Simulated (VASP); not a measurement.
# SrO (Cmmm) in VASP: a series of runs

The runs below take SrO through single point, with PBE, r2SCAN.

All numbers are computed with VASP 6.6.1; they aren't measurements. Logs are shortened: lines on timing, memory, paths and dates and some standing lists are left out, and cuts for length are marked.

## Step 1: The cell of the first run

It takes space group Cmmm (No. 65, orthorhombic). The conventional cell has a = 4.265 Å, b = 4.511 Å, c = 3.103 Å, α = 90.00°, β = 90.00°, γ = 90.00°. Sr (site symmetry mmm) has 8 O at 2.64 to 2.74 Å and 6 Sr at 3.10 Å within 3.5 Å. Within 3.5 Å of O (site symmetry mmm) lie 8 Sr at 2.64 to 2.74 Å and 6 O at 3.10 Å.

## Step 2: Single point, PBE (shear xy strain +5.6%)

Contents of INCAR:

```
PREC = Accurate
ENCUT = 520
EDIFF = 1E-6
ISMEAR = -1
SIGMA = 0.02
LREAL = F
LASPH = T
NELM = 80
ALGO = Normal
ISIF = 2
LWAVE = F
LCHARG = T
GGA = PE
LELF = T
LVHAR = T
NBANDS = 15
```

Contents of KPOINTS:

```
regular mesh
0
Gamma
  8 8 8
```

Contents of POSCAR:

```
SrO
1.0
    3.1028650671      0.0871905084      0.0000000000
    0.0871905084      3.1028650671      0.0000000000
    0.0000000000      0.0000000000      3.1028650671
Sr O
1 1
Direct
    0.0000000000      0.0000000000      0.0000000000
    0.5000000000      0.5000000000      0.5000000000
```

Potentials or basis: VASP PAW PBE potentials, release 64 (Sr_sv, O).

Started as:

```bash
$ cat potpaw_PBE.64/Sr_sv/POTCAR potpaw_PBE.64/O/POTCAR > POTCAR
$ mpirun -np 1 vasp_std > vasp.out
```

OUTCAR:

```text
PREC = Accurate
   ENCUT = 520
   EDIFF = 1E-6
   ISMEAR = -1
   LREAL = F
   LASPH = T
   NELM = 80
   ISIF = 2
   GGA = PE

 ion  position               nearest neighbor table
   1  0.000  0.000  0.000-   2 2.64   2 2.64   2 2.64   2 2.64   2 2.74   2 2.74   2 2.74   2 2.74

   2  0.500  0.500  0.500-   1 2.64   1 2.64   1 2.64   1 2.64   1 2.74   1 2.74   1 2.74   1 2.74

  LATTYP: Found a base centered orthorhombic cell.
 ALAT       =     4.2648078606
 B/A-ratio  =     1.0578248791
 C/A-ratio  =     0.7275509633

  Lattice vectors:

 A1 = (  -0.0871905084,  -3.1028650671,   0.0000000000)
 A2 = (   3.1028650671,   0.0871905084,   0.0000000000)
 A3 = (   0.0000000000,   0.0000000000,   3.1028650671)

Analysis of symmetry for initial positions (statically):
=====================================================================
 Subroutine PRICEL returns:
 Original cell was already a primitive cell.

 Routine SETGRP: Setting up the symmetry group for a
 base centered orthorhombic supercell.

 Subroutine GETGRP returns: Found  8 space group operations
 (whereof  8 operations were pure point group operations)
 out of a pool of  8 trial point group operations.

The static configuration has the point symmetry D_2h.

Analysis of symmetry for dynamics (positions and initial velocities):
=====================================================================
 Subroutine PRICEL returns:
 Original cell was already a primitive cell.

 Routine SETGRP: Setting up the symmetry group for a
 base centered orthorhombic supercell.

 Subroutine GETGRP returns: Found  8 space group operations
 (whereof  8 operations were pure point group operations)
 out of a pool of  8 trial point group operations.

The dynamic configuration has the point symmetry D_2h.

 Subroutine INISYM returns: Found  8 space group operations
 (whereof  8 operations are pure point group operations),
 and found     1 'primitive' translations

----------------------------------------------------------------------------------------

                                     Primitive cell

  volume of cell :      29.8501

  direct lattice vectors                    reciprocal lattice vectors
     3.102865067  0.087190508  0.000000000     0.322537465 -0.009063303  0.000000000
     0.087190508  3.102865067  0.000000000    -0.009063303  0.322537465  0.000000000
     0.000000000  0.000000000  3.102865067     0.000000000  0.000000000  0.322282787

  length of vectors
     3.104089852  3.104089852  3.102865067     0.322664780  0.322664780  0.322282787
[... 85 lines left out ...]
   IBRION =     -1    ionic relax: 0-MD 1-quasi-New 2-CG
   NFREE  =      0    steps in history (QN), initial steepest desc. (CG)
   ISIF   =      2    stress and relaxation
   ISYM   =      2    0-nonsym 1-usesym 2-fastsym
   POTIM  = 0.5000    time-step for ionic-motion
   TEBEG  =    0.0;   TEEND  =   0.0 temperature during run
   PSTRESS=    0.0 pullay stress
   NELECT =      16.0000    total number of electrons
   NUPDOWN=      -1.0000    fix difference up-down
   EMIN   =  10.00;   EMAX   =-10.00  energy-range for DOS
   EFERMI =   0.00;   METHOD = LEGACY
   ISMEAR =    -1;   SIGMA  =   0.02  broadening in eV -4-tet -1-fermi 0-gaus
   EFERMI_NEDOS =   21; number of points for ismear=-14 and -15
   IALGO  =     38    algorithm
   IMIX   =      4    mixing-type and parameters
     AMIX     =   0.40;   BMIX     =  1.00
     AMIX_MAG =   1.60;   BMIX_MAG =  1.00
  volume/ion in A,a.u.               =      14.93       100.72
  Fermi-wavevector in a.u.,A,eV,Ry     =   1.329841  2.513035 24.061581  1.768476
  Thomas-Fermi vector in A             =   2.458973
   LORBIT       =      0    0 simple, 1 ext, 2 COOP (PROOUT), +10 PAW based schemes
   GGA     = PE    functional components
   LHFCALC =     F    Hartree Fock is set to
   AEXX    =    0.0000 exact exchange contribution
   IVDW    =     0    specifies the selected vdW correction
   LEPSILON=     F    determine dielectric tensor
   LRPA    =     F    only Hartree local field effects (RPA)
 non-spin polarized calculation
  energy-cutoff  :      520.00
  volume of cell :       29.85
 maximum number of plane-waves:       820
   NGX = 11   NGY = 11   NGZ = 11

 number of electron      16.0000007 magnetization

 Free energy of the ion-electron system (eV)
  ---------------------------------------------------
  ext. energy  EPLUGINS =         0.00000000
  ---------------------------------------------------
  free energy    TOTEN  =       -11.20946297 eV

  energy without entropy =      -11.20946297  energy(sigma->0) =      -11.20946297

 E-fermi :   3.5096     XC(G=0): -10.8265

 val. band max:        3.1330757770   @ k =   0.5000  -0.0000   0.5000
 cond. band min:       5.8917339856   @ k =   0.0000   0.0000   0.0000
 fundamental gap:      2.7586582086
 Fermi energy:         3.5095551439

 k-point     1 :       0.0000    0.0000    0.0000
  band No.  band energies     occupation
      1     -30.7193      2.00000
      2     -12.5676      2.00000
      3     -11.9216      2.00000
      4     -11.9048      2.00000
      5     -11.8943      2.00000
      6       3.0528      2.00000
      7       3.0679      2.00000
      8       3.0858      2.00000
      9       5.8917      0.00000
     10       5.9187      0.00000
     11       7.8302      0.00000
     12      13.6178      0.00000
     13      13.6555      0.00000
     14      13.7967      0.00000
[... 401 lines left out ...]
      2     -13.7967      2.00000
      3     -12.1862      2.00000
      4     -11.7927      2.00000
      5     -11.0096      2.00000
      6       1.3881      2.00000
      7       2.5541      2.00000
      8       2.7837      2.00000
      9       6.8824      0.00000
     10       8.6310      0.00000
     11       9.9763      0.00000
     12      12.5974      0.00000
     13      12.8010      0.00000
     14      13.7919      0.00000
     15      18.9039      0.00000

 [... further k-points ...]
[... 5 lines left out ...]
  --------------------------------------------------------------------------------------
  -------------------------------------------------------------------------------------
  Total        0.7386393      0.7386393      0.7380770     -0.0271915      0.0000000      0.0000000
  in kB       39.6458172     39.6458172     39.6156378     -1.4594808      0.0000000      0.0000000
  external PRESSURE =      39.6357574 kB  Pullay stress =       0.0000000 kB

 VOLUME and BASIS-vectors are now :
 -----------------------------------------------------------------------------
  energy-cutoff  :      520.00
  volume of cell :       29.85
      direct lattice vectors                 reciprocal lattice vectors
     3.102865067  0.087190508  0.000000000     0.322537465 -0.009063303  0.000000000
     0.087190508  3.102865067  0.000000000    -0.009063303  0.322537465  0.000000000
     0.000000000  0.000000000  3.102865067     0.000000000  0.000000000  0.322282787

 POSITION                                       TOTAL-FORCE (eV/Angst)
 -----------------------------------------------------------------------------------
      0.00000      0.00000      0.00000        -0.000000      0.000000      0.000000
      1.59503      1.59503      1.55143         0.000000      0.000000      0.000000
 -----------------------------------------------------------------------------------
    total drift:                                0.000000      0.000000     -0.000000

  FREE ENERGIE OF THE ION-ELECTRON SYSTEM (eV)
  ---------------------------------------------------
  free  energy   TOTEN  =       -11.2094629673 eV

  energy  without entropy=      -11.2094629673  energy(sigma->0) =      -11.20946297
```

OSZICAR:

```text
N       E                     dE             d eps       ncg     rms          rms(c)
DAV:   1     0.657698432279E+02    0.65770E+02   -0.86696E+03  3150   0.106E+03
DAV:   2    -0.103647541665E+02   -0.76135E+02   -0.71017E+02  4355   0.224E+02
DAV:   3    -0.131697742299E+02   -0.28050E+01   -0.27927E+01  3912   0.378E+01
DAV:   4    -0.132156741073E+02   -0.45900E-01   -0.45882E-01  4218   0.463E+00
DAV:   5    -0.132167288262E+02   -0.10547E-02   -0.10547E-02  3944   0.535E-01    0.158E+01
DAV:   6    -0.113504493716E+02    0.18663E+01   -0.49375E+00  3325   0.180E+01    0.183E+01
DAV:   7    -0.112432106836E+02    0.10724E+00   -0.25329E-01  3581   0.407E+00    0.106E+01
DAV:   8    -0.112082442765E+02    0.34966E-01   -0.12046E-01  4081   0.339E+00    0.914E-01
DAV:   9    -0.112094473298E+02   -0.12031E-02   -0.69414E-03  4088   0.668E-01    0.241E-01
DAV:  10    -0.112094121735E+02    0.35156E-04   -0.70792E-04  3493   0.289E-01    0.963E-02
DAV:  11    -0.112094620653E+02   -0.49892E-04   -0.84866E-05  3677   0.886E-02    0.365E-02
DAV:  12    -0.112094632541E+02   -0.11888E-05   -0.86681E-06  4429   0.320E-02    0.884E-03
DAV:  13    -0.112094629673E+02    0.28682E-06   -0.18450E-06  3494   0.139E-02
   1 F= -.11209463E+02 E0= -.11209463E+02  d E =-.315220E-10
```

stdout:

```text
POSCAR found type information on POSCAR SrO
 POSCAR found :  2 types and       2 ions
 scaLAPACK will be used
 LDA part: xc-table for (Slater+PW92), standard interpolation
 POSCAR, INCAR and KPOINTS ok, starting setup
 FFT: planning ... GRIDC
 FFT: planning ... GRID_SOFT
 FFT: planning ... GRID
 WAVECAR not read
 entering main loop
```

Run time: 21 s. Hardware: 1 thread of Intel Xeon 6975P-C, shared host; peak memory 0.17 GiB.

What came out:

* Free energy: -11.2095 eV
* Pressure: 4.0 GPa
* Band gap on the k mesh: 2.76 eV, indirect (least direct gap 2.81 eV)

Levels at points of the mesh, in eV from the valence-band top:
| k point | band 4 | band 5 | band 6 | band 7 | band 8 | band 9 | band 10 | band 11 | band 12 | band 13 |
| --- | --- | --- | --- | --- | --- | --- | --- | --- | --- | --- |
| (0.00, 0.00, 0.00) | -15.04 | -15.03 | -0.08 | -0.07 | -0.05 | 2.76 | 2.79 | 4.70 | 10.48 | 10.52 |
| (0.50, 0.00, 0.00) | -14.83 | -13.85 | -2.98 | -0.69 | -0.68 | 3.95 | 7.34 | 9.35 | 9.47 | 10.47 |
| (0.50, 0.50, 0.00) | -15.36 | -14.67 | -1.32 | -1.11 | 0.00 | 4.12 | 4.69 | 7.45 | 7.74 | 12.99 |
| (0.00, 0.00, 0.50) | -14.83 | -13.89 | -2.98 | -0.87 | -0.47 | 3.93 | 7.33 | 8.94 | 9.83 | 10.47 |
| (0.50, 0.00, 0.50) | -15.36 | -14.68 | -1.22 | -1.21 | 0.00 | 4.15 | 4.57 | 7.64 | 7.68 | 13.04 |
| (0.50, 0.50, 0.50) | -16.05 | -14.93 | -3.00 | -2.97 | -2.94 | 7.98 | 8.34 | 8.74 | 13.22 | 13.29 |

Caveat: the cell differs from its parent crystal (shear xy strain +5.6%). A k mesh can miss the band edges.

## Step 3: Single point, r2SCAN (shear xy strain +5.6%)

POSCAR is that of step 2.

Contents of INCAR.step1:

```
PREC = Accurate
ENCUT = 520
ISMEAR = 0
SIGMA = 0.01
LREAL = False
LASPH = True
NELM = 100
NBANDS = 15
GGA = PE
ALGO = Normal
EDIFF = 1E-4
LWAVE = True
LCHARG = False
```

Contents of INCAR.step2:

```
PREC = Accurate
ENCUT = 520
EDIFF = 1E-6
ISMEAR = 0
SIGMA = 0.01
LREAL = False
LASPH = True
NELM = 100
ALGO = Normal
ISIF = 2
LWAVE = False
LCHARG = True
METAGGA = R2SCAN
LMIXTAU = True
LELF = True
LVHAR = True
NBANDS = 15
ISTART = 1
```

KPOINTS is that of step 2.

Potentials or basis: VASP PAW PBE potentials, release 64 (Sr_sv, O).

Started as:

```bash
$ cat potpaw_PBE.64/Sr_sv/POTCAR potpaw_PBE.64/O/POTCAR > POTCAR
$ cp INCAR.step1 INCAR
$ mpirun -np 1 vasp_std > vasp.out
$ cp INCAR.step2 INCAR
$ mpirun -np 1 vasp_std > vasp.out
```

Wall time 95 s (1 thread of Intel Xeon 6975P-C, shared host); peak memory 0.18 GiB.

Results (log left out):

| Property | Result |
| --- | --- |
| Free energy | -26.2854 eV |
| Pressure | 1.2 GPa |
| Band gap on the k mesh | 3.25 eV, indirect (least direct gap 3.30 eV) |

Stress tensor (GPa, compression positive):
```
 1.16 -0.30  0.00
-0.30  1.16  0.00
 0.00  0.00  1.14
```

Levels at points of the mesh, in eV from the valence-band top:
```csv
k point,band 6,band 7,band 8,band 9,band 10,band 11
"(0.00, 0.00, 0.00)",-0.07,-0.06,-0.04,3.25,3.28,5.61
"(0.50, 0.00, 0.00)",-2.92,-0.68,-0.68,4.44,8.02,10.00
"(0.50, 0.50, 0.00)",-1.34,-1.13,0.00,4.72,5.30,8.04
"(0.00, 0.00, 0.50)",-2.92,-0.87,-0.46,4.43,8.01,9.58
"(0.50, 0.00, 0.50)",-1.23,-1.22,0.00,4.74,5.18,8.25
"(0.50, 0.50, 0.50)",-3.00,-2.97,-2.94,8.65,9.03,9.43
```

Caveat: the cell differs from its parent crystal (shear xy strain +5.6%); the PAW data sets were made with another functional, which shifts forces and pressure a little. A k mesh can miss the band edges.
